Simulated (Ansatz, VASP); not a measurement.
One calculation of In2S, two programs

```
CELL_PARAMETERS angstrom
3.94306 0.00000 0.00000
0.00000 3.94306 0.00000
0.00000 0.00000 5.43495
ATOMIC_POSITIONS crystal
In 0.50000 0.00000 0.66115
In 0.00000 0.50000 0.33885
S 0.00000 0.00000 0.00000
```

Change from the starting cell: ordered vacancies on the anion sites of zinc blende (P-4m2, No. 115).

Alike in both runs: functional PBE; k mesh 12 × 12 × 10; occupations gaussian, width 0.1 eV; no spin polarisation.

Ansatz relaxed the structure, and its values are those at the end. VASP's run is a single point on that final structure, the one shown.

|  | VASP | Ansatz |
| --- | --- | --- |
| version | VASP 6.6.1 | Ansatz 0.2.0 |
| potentials or method | VASP PAW PBE potentials, release 64 (In_d, S), cutoff 520 eV | scalar-relativistic, plane waves, PAW |
| valence electrons in the cell | 32 | 32 |

```tsv
	VASP	Ansatz	Ansatz less VASP
gap on the k mesh at the Fermi level (eV)	none	none	-
pressure (GPa)	0.0	0.0	+0.03
```

A gap of «none» marks a metal or a gap that the smearing closes. The functional is the same, so the differences come from potentials, cutoffs and numerics.
